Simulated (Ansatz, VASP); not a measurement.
Al: VASP beside Ansatz

```
Al
1.0
    -1.59122    1.59122    1.51166
     1.59122   -1.59122    1.51166
     1.59122    1.59122   -1.51166
Al
1
Cartesian
  0.0000 0.0000 0.0000
```

Change from the starting cell: strain +0.000 along x and y, -0.050 along z, atoms carried along.

Alike in both runs: task single point; functional LDA; k mesh 20 × 20 × 20; occupations gaussian, width 0.15 eV; no spin polarisation.

```csv
,VASP,Ansatz
version,VASP 6.6.1,Ansatz 0.2.0
potentials or method,"VASP PAW LDA potentials, release 64 (Al), cutoff 520 eV","scalar-relativistic, plane waves, PAW"
valence electrons in the cell,3,3
```

```csv
,VASP,Ansatz,Ansatz less VASP
gap on the k mesh at the Fermi level (eV),none,none,-
pressure (GPa),4.8,4.7,-0.11
"traceless stress, the component that is largest in VASP (GPa)",-1.39,-1.38,+0.013
```

LDA's correlation is that of Perdew and Zunger in VASP and of Perdew and Wang (1992) in Ansatz. A gap of «none» marks a metal or a gap that the smearing closes.
